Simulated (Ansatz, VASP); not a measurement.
## C in VASP and in Ansatz

```
C
1.0
    -2.40636    2.40636    2.15311
     2.40636   -2.40636    2.15311
     2.40636    2.40636   -2.15311
C
8
Direct
  0.75841 0.12153 0.23256
  0.88897 0.52585 0.76744
  0.12153 0.75841 0.23256
  0.47415 0.24159 0.36312
  0.87847 0.11103 0.63688
  0.52585 0.88897 0.76744
  0.24159 0.47415 0.36312
  0.11103 0.87847 0.63688
```

Alike in both runs: functional PBE; k mesh 12 × 12 × 12; occupations gaussian, width 0.02 eV; no spin polarisation.

Ansatz relaxed the structure, and its values are those at the end. VASP's run is a single point on that final structure, the one shown.

|  | VASP | Ansatz |
| --- | --- | --- |
| version | VASP 6.6.1 | Ansatz 0.2.0 |
| potentials or method | VASP PAW PBE potentials, release 64 (C), cutoff 520 eV | scalar-relativistic, plane waves, PAW |
| valence electrons in the cell | 32 | 32 |

|  | VASP | Ansatz | Ansatz less VASP |
| --- | --- | --- | --- |
| gap on the k mesh at the Fermi level (eV) | 0.46 | 0.46 | +0.006 |
| least direct gap on the mesh (eV) | 0.82 | 0.83 | +0.006 |
| pressure (GPa) | 0.4 | 0.0 | -0.46 |
| rms of the force components (eV/Å) | 0.018 | 0.001 | -0.0166 |
